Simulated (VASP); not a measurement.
# Bi: single point with r2SCAN

Bi:

```
Bi
1.0
    -2.00979    2.00979    2.00979
     2.00979   -2.00979    2.00979
     2.00979    2.00979   -2.00979
Bi
1
Direct
  0.00000 0.00000 0.00000
```

This cell differs from its parent crystal: volume scaled by 1.04.

```
Program             : VASP 6.6.1
Task                : single point
Functional          : r2SCAN
Potentials or basis : VASP PAW PBE potentials, release 64 (Bi_d)
Cutoff              : 550 eV
k mesh              : 13 × 13 × 13
Occupations         : fermi-dirac, width 0.1 eV
Spin                : no spin polarisation
```

- Pressure: -2.1 GPa

Levels at points of the mesh, in eV from the Fermi level:
```tsv
k point	band 5	band 6	band 7	band 8	band 9	band 10
(0.00, 0.00, 0.00)	-23.55	-13.79	5.07	5.07	5.07	9.60
```

Run time: 120 s on 1 thread of Intel(R) Xeon(R) 6975P-C (Granite Rapids) (shared host), peak memory 0.18 GiB.

Caveat: the PAW data sets were made with another functional, which shifts forces and pressure a little; spin-orbit coupling is left out, which moves the levels of the heavy elements.
